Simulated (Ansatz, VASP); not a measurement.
# One calculation of LiCl, two programs

```
Li Cl
1.0
     0.00000    2.84346    2.84346
     2.84346    0.00000    2.84346
     2.84346    2.84346    0.00000
Li Cl
1 1
Direct
  0.00000 0.00000 0.00000
  0.25000 0.25000 0.25000
```

Change from the starting cell: hydrostatic strain +4.0%.

Alike in both runs: task single point; functional HSE06; k mesh 6 × 6 × 6; no spin polarisation.

|  | VASP | Ansatz |
| --- | --- | --- |
| version | VASP 6.6.1 | Ansatz 0.2.0 |
| potentials or method | VASP PAW PBE potentials, release 64 (Li_sv, Cl) | plane waves, PAW |
| plane-wave cutoff (eV) | 520 | 420 |
| occupations | gaussian, width 0.01 eV | fixed |
| valence electrons in the cell | 10 | 10 |

|  | VASP | Ansatz | Ansatz less VASP |
| --- | --- | --- | --- |
| gap on the k mesh at the Fermi level (eV) | 6.96 | 6.96 | +0.001 |

Ansatz's warnings: stress exchange threshold loose, stress scf threshold loose.

Noted on VASP's run: the cutoff is under 1.25 times that of the potentials, so the pressure is a little rough.
